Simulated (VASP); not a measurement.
# Ge (Im-3m) in VASP: notebook

Ge is run at these levels: PBE; tasks: relaxation of cell and atoms.

Everything below comes from runs of VASP 6.6.1. Logs are shortened: lines on timing, memory, paths and dates and some standing lists are left out, and cuts for length are marked.

## (1) The cell of the first run

It takes space group Im-3m (No. 229, cubic). The conventional cell has a = 3.270 Å, b = 3.270 Å, c = 3.270 Å, α = 90.00°, β = 90.00°, γ = 90.00°. Within 3.7 Å of Ge (site symmetry m-3m) lie 14 Ge at 2.83 to 3.27 Å.

## (2) Relaxation of cell and atoms, PBE, target pressure 5 GPa, at which the enthalpy is minimised

The input, INCAR:

```
SYSTEM = Ge
  PREC = Accurate
  ENCUT = 600
  EDIFF = 1E-7
  ISMEAR = 1
  SIGMA = 0.05
  LREAL = .FALSE.
  LASPH = .TRUE.
  NELM = 100
  ALGO = Normal
  ISIF = 3
  LWAVE = .FALSE.
  LCHARG = .FALSE.
  GGA = PE
  IBRION = 2
  NSW = 80
  EDIFFG = -0.02
  PSTRESS = 50.0
```

The input, KPOINTS:

```
Automatic mesh
0
G
  17 17 17
  0 0 0
```

The input, POSCAR:

```
Ge
1.0
    1.6350000000      1.6350000000      1.6350000000
   -1.6350000000      1.6350000000      1.6350000000
   -1.6350000000     -1.6350000000      1.6350000000
Ge
1
Direct
    0.0000000000      0.0000000000      0.0000000000
```

Potentials or basis: VASP PAW PBE potentials, release 64 (Ge_d).

The run is started by

```sh
$ cat potpaw_PBE.64/Ge_d/POTCAR > POTCAR
$ mpirun -np 1 vasp_std > vasp.out
```

OUTCAR:

```text
SYSTEM = Ge
   PREC = Accurate
   ENCUT = 600
   EDIFF = 1E-7
   ISMEAR = 1
   LREAL = .FALSE.
   LASPH = .TRUE.
   NELM = 100
   ISIF = 3
   GGA = PE
   IBRION = 2
   NSW = 80
   EDIFFG = -0.02
   PSTRESS = 50.0

 ion  position               nearest neighbor table
   1  0.000  0.000  0.000-

  LATTYP: Found a body centered cubic cell.
 ALAT       =     3.2700000000

  Lattice vectors:

 A1 = (   1.6350000000,  -1.6350000000,  -1.6350000000)
 A2 = (   1.6350000000,   1.6350000000,   1.6350000000)
 A3 = (  -1.6350000000,  -1.6350000000,   1.6350000000)

Analysis of symmetry for initial positions (statically):
=====================================================================
 Subroutine PRICEL returns:
 Original cell was already a primitive cell.

 Routine SETGRP: Setting up the symmetry group for a
 body centered cubic supercell.

 Subroutine GETGRP returns: Found 48 space group operations
 (whereof 48 operations were pure point group operations)
 out of a pool of 48 trial point group operations.

The static configuration has the point symmetry O_h .

Analysis of symmetry for dynamics (positions and initial velocities):
=====================================================================
 Subroutine PRICEL returns:
 Original cell was already a primitive cell.

 Routine SETGRP: Setting up the symmetry group for a
 body centered cubic supercell.

 Subroutine GETGRP returns: Found 48 space group operations
 (whereof 48 operations were pure point group operations)
 out of a pool of 48 trial point group operations.

The dynamic configuration has the point symmetry O_h .

 Subroutine INISYM returns: Found 48 space group operations
 (whereof 48 operations are pure point group operations),
 and found     1 'primitive' translations

----------------------------------------------------------------------------------------

                                     Primitive cell

  volume of cell :      17.4829

  direct lattice vectors                    reciprocal lattice vectors
     1.635000000  1.635000000  1.635000000     0.305810398  0.000000000  0.305810398
    -1.635000000  1.635000000  1.635000000    -0.305810398  0.305810398  0.000000000
    -1.635000000 -1.635000000  1.635000000     0.000000000 -0.305810398  0.305810398

  length of vectors
     2.831903070  2.831903070  2.831903070     0.432481212  0.432481212  0.432481212

  position of ions in fractional coordinates (direct lattice)
     0.000000000  0.000000000  0.000000000

  ion indices of the primitive-cell ions
   primitive index   ion index
                 1           1

----------------------------------------------------------------------------------------

 KPOINTS: Automatic mesh

Automatic generation of k-mesh.
 Grid dimensions read from file:
 generate k-points for:   17   17   17

 Generating k-lattice:

  Cartesian coordinates                     Fractional coordinates (reciprocal lattice)
     0.017988847  0.000000000  0.017988847     0.058823529  0.000000000  0.000000000
    -0.017988847  0.017988847  0.000000000     0.000000000  0.058823529  0.000000000
     0.000000000 -0.017988847  0.017988847     0.000000000  0.000000000  0.058823529

  Length of vectors
     0.025440071  0.025440071  0.025440071

  Shift w.r.t. Gamma in fractional coordinates (k-lattice)
     0.000000000  0.000000000  0.000000000

 Subroutine IBZKPT returns following result:
 ===========================================

 Found    165 irreducible k-points:

 Following reciprocal coordinates:
            Coordinates               Weight
  0.000000  0.000000  0.000000      1.000000
  0.058824  0.000000  0.000000     12.000000
  0.117647  0.000000  0.000000     12.000000
  0.176471  0.000000  0.000000     12.000000
  0.235294  0.000000  0.000000     12.000000
  0.294118  0.000000  0.000000     12.000000
[... 16 lines left out ...]
 -0.470588  0.117647  0.000000     48.000000
  0.352941  0.176471 -0.000000     24.000000
 [... further k-points ...]
   k-points           NKPTS =    165   k-points in BZ     NKDIM =    165   number of bands    NBANDS=     11
   number of dos      NEDOS =    301   number of ions     NIONS =      1
   total plane-waves  NPLWV =  13824
   dimension x,y,z NGX =    24 NGY =   24 NGZ =   24
   dimension x,y,z NGXF=    48 NGYF=   48 NGZF=   48
   ions per type =               1
   NGX,Y,Z   is equivalent  to a cutoff of  14.09, 14.09, 14.09 a.u.
   NGXF,Y,Z  is equivalent  to a cutoff of  28.18, 28.18, 28.18 a.u.
 SYSTEM =  Ge
   PREC   = accura    normal or accurate (medium, high low for compatibility)
   ISTART =      0    job   : 0-new  1-cont  2-samecut
   ICHARG =      2    charge: 1-file 2-atom 10-const
   ISPIN  =      1    spin polarized calculation?
   LNONCOLLINEAR =      F non collinear calculations
   LSORBIT =      F    spin-orbit coupling
   LASPH  =      T    aspherical Exc in radial PAW
   ENCUT  =  600.0 eV  44.10 Ry    6.64 a.u.   5.66  5.66  5.66*2*pi/ulx,y,z
   NELM   =    100;   NELMIN=  2; NELMDL= -5     # of ELM steps
   EDIFF  = 0.1E-06   stopping-criterion for ELM
   LREAL  =      F    real-space projection
   EDIFFG = -.2E-01   stopping-criterion for IOM
   NSW    =     80    number of steps for IOM
   IBRION =      2    ionic relax: 0-MD 1-quasi-New 2-CG
   NFREE  =      1    steps in history (QN), initial steepest desc. (CG)
   ISIF   =      3    stress and relaxation
   ISYM   =      2    0-nonsym 1-usesym 2-fastsym
   POTIM  = 0.5000    time-step for ionic-motion
   TEBEG  =    0.0;   TEEND  =   0.0 temperature during run
   PSTRESS=   50.0 pullay stress
   NELECT =      14.0000    total number of electrons
   NUPDOWN=      -1.0000    fix difference up-down
   EMIN   =  10.00;   EMAX   =-10.00  energy-range for DOS
   EFERMI =   0.00;   METHOD = LEGACY
   ISMEAR =     1;   SIGMA  =   0.05  broadening in eV -4-tet -1-fermi 0-gaus
   EFERMI_NEDOS =   21; number of points for ismear=-14 and -15
   IALGO  =     38    algorithm
   IMIX   =      4    mixing-type and parameters
     AMIX     =   0.40;   BMIX     =  1.00
     AMIX_MAG =   1.60;   BMIX_MAG =  1.00
  volume/ion in A,a.u.               =      17.48       117.98
  Fermi-wavevector in a.u.,A,eV,Ry     =   1.520243  2.872843 31.444963  2.311140
  Thomas-Fermi vector in A             =   2.629120
   LORBIT       =      0    0 simple, 1 ext, 2 COOP (PROOUT), +10 PAW based schemes
   GGA     = PE    functional components
   LHFCALC =     F    Hartree Fock is set to
   AEXX    =    0.0000 exact exchange contribution
   IVDW    =     0    specifies the selected vdW correction
   LEPSILON=     F    determine dielectric tensor
   LRPA    =     F    only Hartree local field effects (RPA)
 conjugate gradient relaxation of ions
 non-spin polarized calculation
 Methfessel and Paxton  Order N= 1 SIGMA  =   0.05
  energy-cutoff  :      600.00
  volume of cell :       17.48
 maximum number of plane-waves:       603
   NGX = 11   NGY = 11   NGZ = 11

--------------------------------------- Ionic step        1  -------------------------------------------

 number of electron      13.9999995 magnetization

 Free energy of the ion-electron system (eV)
  ---------------------------------------------------
  ext. energy  EPLUGINS =         0.00000000
  ---------------------------------------------------
  free energy    TOTEN  =        -4.14592942 eV

  energy without entropy =       -4.14597915  energy(sigma->0) =       -4.14594600

------------------------ aborting loop because EDIFF is reached ----------------------------------------

  FORCE on cell =-STRESS in cart. coord.  units (eV):
  Direction    XX          YY          ZZ          XY          YZ          ZX
  --------------------------------------------------------------------------------------
  -------------------------------------------------------------------------------------
  Total        0.8096462      0.8096462      0.8096462      0.0000000      0.0000000      0.0000000
  in kB       74.1980704     74.1980704     74.1980704      0.0000000      0.0000000      0.0000000
  external PRESSURE =      24.1980704 kB  Pullay stress =      50.0000000 kB

 VOLUME and BASIS-vectors are now :
 -----------------------------------------------------------------------------
  energy-cutoff  :      600.00
  volume of cell :       17.48
      direct lattice vectors                 reciprocal lattice vectors
     1.635000000  1.635000000  1.635000000     0.305810398  0.000000000  0.305810398
    -1.635000000  1.635000000  1.635000000    -0.305810398  0.305810398  0.000000000
    -1.635000000 -1.635000000  1.635000000     0.000000000 -0.305810398  0.305810398
[... 44 lines left out ...]
  FREE ENERGIE OF THE ION-ELECTRON SYSTEM (eV)
  ---------------------------------------------------
  free  energy   TOTEN  =        -4.1694682829 eV

  energy  without entropy=       -4.1695084247  energy(sigma->0) =       -4.16948166

  enthalpy is  TOTEN    =        -3.6027535459 eV   P V=        0.5667147369

--------------------------------------- Ionic step        3  -------------------------------------------

 number of electron      14.0000007 magnetization

 Free energy of the ion-electron system (eV)
  ---------------------------------------------------
  ext. energy  EPLUGINS =         0.00000000
  ---------------------------------------------------
  free energy    TOTEN  =        -4.16302346 eV

  energy without entropy =       -4.16311151  energy(sigma->0) =       -4.16305281

 E-fermi :   7.4367     XC(G=0): -11.5625

 val. band max:        7.2842800512   @ k =   0.4118   0.4118   0.4118
 cond. band min:       7.4777511506   @ k =   0.4118   0.4118   0.4118
 fundamental gap:      0.1934710994
 Fermi energy:         7.4366737409

 k-point     1 :       0.0000    0.0000    0.0000
  band No.  band energies     occupation
      1     -17.4394      2.00000
      2     -17.4394      2.00000
      3     -17.4394      2.00000
      4     -17.3396      2.00000
      5     -17.3396      2.00000
      6      -6.2513      2.00000
      7      17.0550      0.00000
      8      17.0550      0.00000
      9      17.0550      0.00000
     10      22.6938      0.00000
     11      22.6938      0.00000

 k-point     2 :       0.0588    0.0000    0.0000
  band No.  band energies     occupation
      1     -17.4406      2.00000
      2     -17.4379      2.00000
      3     -17.4341      2.00000
      4     -17.3409      2.00000
      5     -17.3397      2.00000
      6      -6.1560      2.00000
      7      16.2672      0.00000
      8      16.6646      0.00000
      9      16.9511      0.00000
     10      21.9436      0.00000
     11      22.0268      0.00000
[... 295 lines left out ...]
 k-point    24 :       0.3529    0.1765   -0.0000
  band No.  band energies     occupation
      1     -17.4511      2.00000
      2     -17.4235      2.00000
      3     -17.3569      2.00000
      4     -17.3476      2.00000
      5     -17.3359      2.00000
      6      -3.6835      2.00000
      7       8.5488      0.00000
      8      10.3498      0.00000
      9      14.0431      0.00000
     10      19.6549      0.00000
     11      20.6543      0.00000

 [... further k-points ...]
[... 5 lines left out ...]
  --------------------------------------------------------------------------------------
  -------------------------------------------------------------------------------------
  Total        0.5536298      0.5536298      0.5536298     -0.0000000      0.0000000     -0.0000000
  in kB       49.4839462     49.4839462     49.4839462     -0.0000000      0.0000000     -0.0000000
  external PRESSURE =      -0.5160538 kB  Pullay stress =      50.0000000 kB

 VOLUME and BASIS-vectors are now :
 -----------------------------------------------------------------------------
  energy-cutoff  :      600.00
  volume of cell :       17.93
      direct lattice vectors                 reciprocal lattice vectors
     1.648675690  1.648675690  1.648675690     0.303273714  0.000000000  0.303273714
    -1.648675690  1.648675690  1.648675690    -0.303273714  0.303273714  0.000000000
    -1.648675690 -1.648675690  1.648675690     0.000000000 -0.303273714  0.303273714

 POSITION                                       TOTAL-FORCE (eV/Angst)
 -----------------------------------------------------------------------------------
     -0.00000      0.00000      0.00000         0.000000     -0.000000     -0.000000
 -----------------------------------------------------------------------------------
    total drift:                                0.000000     -0.000000      0.000000

  FREE ENERGIE OF THE ION-ELECTRON SYSTEM (eV)
  ---------------------------------------------------
  free  energy   TOTEN  =        -4.1630234637 eV

  energy  without entropy=       -4.1631115149  energy(sigma->0) =       -4.16305281

  enthalpy is  TOTEN    =        -3.6036200449 eV   P V=        0.5594034188

 reached required accuracy - stopping structural energy minimisation
```

Wall time 50 s (1 thread of Intel Xeon Platinum 8259CL at 2.50GHz (Skylake/Cascade Lake), shared host); peak memory 0.17 GiB.

What came out:

```yaml
Free_energy: -4.1630 eV
Relaxed_volume: 17.93 Å³/atom
Relaxed_cell: a = 2.856 Å, b = 2.856 Å, c = 2.856 Å, α = 70.53°, β = 109.47°, γ = 70.53°
Space_group_after_relaxing_to_0.05_Å: Im-3m (No. 229)
Energy_change_on_relaxing_the_enthalpy_is_what_falls: -17.1 meV/atom
Ionic_steps: 3
Pressure_after_relaxing: 4.9 GPa
Band_gap_on_the_k_mesh: zero (band 7 reaches 17.05 eV, above the bottom of band 8 at 4.16 eV)
```

Step by step:
```tsv
step	energy change (eV)	largest force (eV/Å)	pressure (GPa)	volume (Å³)
1	0.0000	0.0000	7.42	17.48
2	-0.0235	0.0000	4.02	18.16
3	-0.0171	0.0000	4.95	17.93
```

Final structure:
```
Ge
1.0
     1.64868    1.64868    1.64868
    -1.64868    1.64868    1.64868
    -1.64868   -1.64868    1.64868
Ge
1
Direct
  0.00000 0.00000 0.00000
```

Caveat: the cell is relaxed towards a set pressure, so the enthalpy falls and the energy may rise.

## (3) Relaxation of cell and atoms, PBE, target pressure 10 GPa, at which the enthalpy is minimised

The input, INCAR:

```
SYSTEM = Ge
PREC = Accurate
ENCUT = 600
EDIFF = 1E-7
ISMEAR = 1
SIGMA = 0.05
LREAL = .FALSE.
LASPH = .TRUE.
NELM = 100
ALGO = Normal
ISIF = 3
LWAVE = .FALSE.
LCHARG = .FALSE.
GGA = PE
IBRION = 2
NSW = 80
EDIFFG = -0.02
PSTRESS = 100.0
```

The input, KPOINTS:

```
regular mesh
0
G
  17 17 17
  0 0 0
```

POSCAR is that of step 2.

Potentials or basis: VASP PAW PBE potentials, release 64 (Ge_d).

The run is started by

```sh
$ cat potpaw_PBE.64/Ge_d/POTCAR > POTCAR
$ mpirun -np 1 vasp_std > vasp.out
```

Run time: 53 s. Hardware: 1 thread of Intel Xeon Platinum 8259CL at 2.50GHz (Skylake/Cascade Lake), shared host; peak memory 0.17 GiB.

The run converged. Its results:

```
Free energy                                            : -4.1233 eV
Relaxed volume                                         : 17.06 Å³/atom
Relaxed cell                                           : a = 2.809 Å, b = 2.809 Å, c = 2.809 Å, α = 70.53°, β = 109.47°, γ = 70.53°
Space group after relaxing (to 0.05 Å)                 : Im-3m (No. 229)
Energy change on relaxing (the enthalpy is what falls) : +22.7 meV/atom
Ionic steps                                            : 3
Pressure after relaxing                                : 10.1 GPa
Band gap on the k mesh                                 : zero (band 7 reaches 18.18 eV, above the bottom of band 8 at 4.53 eV)
```

The path:
| step | energy change (eV) | largest force (eV/Å) | pressure (GPa) | volume (Å³) |
| --- | --- | --- | --- | --- |
| 1 | 0.0000 | 0.0000 | 7.42 | 17.48 |
| 2 | 0.0421 | 0.0000 | 11.84 | 16.78 |
| 3 | 0.0227 | 0.0000 | 10.06 | 17.06 |

Final structure:
```xyz
1
Lattice="1.6218 1.6218 1.6218 -1.6218 1.6218 1.6218 -1.6218 -1.6218 1.6218" Properties=species:S:1:pos:R:3 pbc="T T T"
Ge    0.0000    0.0000    0.0000
```

Levels at points of the mesh, in eV from the Fermi level:
```csv
k point,band 3,band 4,band 5,band 6,band 7,band 8,band 9,band 10,band 11
"(0.00, 0.00, 0.00)",-24.73,-24.62,-24.62,-13.96,10.34,10.34,10.34,15.83,15.83
```

Caveat: the cell is relaxed towards a set pressure, so the enthalpy falls and the energy may rise.

## (4) Relaxation of cell and atoms, PBE, target pressure 20 GPa, at which the enthalpy is minimised

The input, INCAR:

```
SYSTEM = Ge
PREC = Accurate
ENCUT = 600
EDIFF = 1E-6
ISMEAR = 1
SIGMA = 0.05
LREAL = .False.
LASPH = .True.
NELM = 80
ALGO = Normal
ISIF = 3
LWAVE = .False.
LCHARG = .False.
GGA = PE
IBRION = 2
NSW = 80
EDIFFG = -0.02
PSTRESS = 200.0
```

The input, KPOINTS:

```
Automatic mesh
0
Gamma
  17 17 17
  0 0 0
```

POSCAR is that of step 3.

The run is started by

```sh
$ cat potpaw_PBE.64/Ge_d/POTCAR > POTCAR
$ mpirun -np 1 vasp_std > vasp.out
```

Run time: 72 s. Hardware: 1 thread of Intel Xeon Platinum 8259CL at 2.50GHz (Skylake/Cascade Lake), shared host; peak memory 0.17 GiB.

The run converged. Its results:

```yaml
Free_energy: -4.0086 eV
Relaxed_volume: 15.81 Å³/atom
Relaxed_cell: a = 2.739 Å, b = 2.739 Å, c = 2.739 Å, α = 70.53°, β = 109.47°, γ = 70.53°
Space_group_after_relaxing_to_0.05_Å: Im-3m (No. 229)
Energy_change_on_relaxing_the_enthalpy_is_what_falls: +137.3 meV/atom
Ionic_steps: 4
Pressure_after_relaxing: 19.9 GPa
Band_gap_on_the_k_mesh: zero (band 7 reaches 20.03 eV, above the bottom of band 8 at 5.13 eV)
```

The path:
```
step  energy change (eV)  largest force (eV/Å)  pressure (GPa)  volume (Å³)
   1              0.0000                0.0000            7.29        17.48
   2              0.4276                0.0000           39.12        14.20
   3              0.1326                0.0000           19.60        15.85
   4              0.1373                0.0000           19.91        15.81
```

Final structure:
```cif
data_structure
_symmetry_space_group_name_H-M 'P 1'
_symmetry_Int_Tables_number 1
_cell_length_a 2.7386
_cell_length_b 2.7386
_cell_length_c 2.7386
_cell_angle_alpha 70.529
_cell_angle_beta 109.471
_cell_angle_gamma 70.529
_cell_volume 15.81
loop_
_atom_site_label
_atom_site_type_symbol
_atom_site_fract_x
_atom_site_fract_y
_atom_site_fract_z
_atom_site_occupancy
Ge1 Ge 0.00000 0.00000 0.00000 1
```

Levels at points of the mesh, in eV from the Fermi level:
```tsv
k point	band 4	band 5	band 6	band 7	band 8	band 9	band 10	band 11
(0.00, 0.00, 0.00)	-24.60	-24.60	-14.65	11.30	11.30	11.30	16.53	16.53
```

Caveat: the cell is relaxed towards a set pressure, so the enthalpy falls and the energy may rise.

## (5) The runs side by side

```csv
cell,gap on the mesh (eV),pressure (GPa)
relaxed to 5 GPa,none,4.9
relaxed to 10 GPa,none,10.1
relaxed to 20 GPa,none,19.9
```

Alike in all rows: task relaxation of cell and atoms; level PBE; potentials or basis VASP PAW PBE potentials, release 64 (Ge_d); no spin polarisation; k mesh 17 × 17 × 17; cutoff (eV) 600; smearing methfessel-paxton 0.05 eV.

Caveats: the cell is relaxed towards a set pressure, so the enthalpy falls and the energy may rise.

Absolute energies hang on the potentials; compare differences alone.
